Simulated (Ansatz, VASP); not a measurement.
**VH in VASP and in Ansatz**

```
CELL_PARAMETERS angstrom
0.00000 2.02293 2.02293
2.02293 0.00000 2.02293
2.02293 2.02293 0.00000
ATOMIC_POSITIONS crystal
V 0.00000 0.00000 0.00000
H 0.25000 0.25000 0.25000
```

Alike in both runs: functional r2SCAN; k mesh 16 × 16 × 16; occupations gaussian, width 0.1 eV; collinear spin.

Ansatz relaxed the structure, and its values are those at the end. VASP's run is a single point on that final structure, the one shown.

|  | VASP | Ansatz |
| --- | --- | --- |
| version | VASP 6.6.1 | Ansatz 0.2.0 |
| potentials or method | VASP PAW PBE potentials, release 64 (V_sv, H), cutoff 520 eV | scalar-relativistic, plane waves, PAW |
| valence electrons in the cell | 14 | 14 |

|  | VASP | Ansatz | Ansatz less VASP |
| --- | --- | --- | --- |
| gap on the k mesh at the Fermi level (eV) | none | none | - |
| pressure (GPa) | 0.1 | 0.1 | -0.02 |
| net moment per atom (μB) | 0.00 | 0.17 | +0.173 |
| size of the moment on the site where the two differ most (μB) | 0.00 | 0.24 | +0.239 |

The net moments are unlike, so the other rows may belong to different states. VASP's potentials were made for PBE, not for r2SCAN. Site moments also hang on the region over which each program counts them. A gap of «none» marks a metal or a gap that the smearing closes.
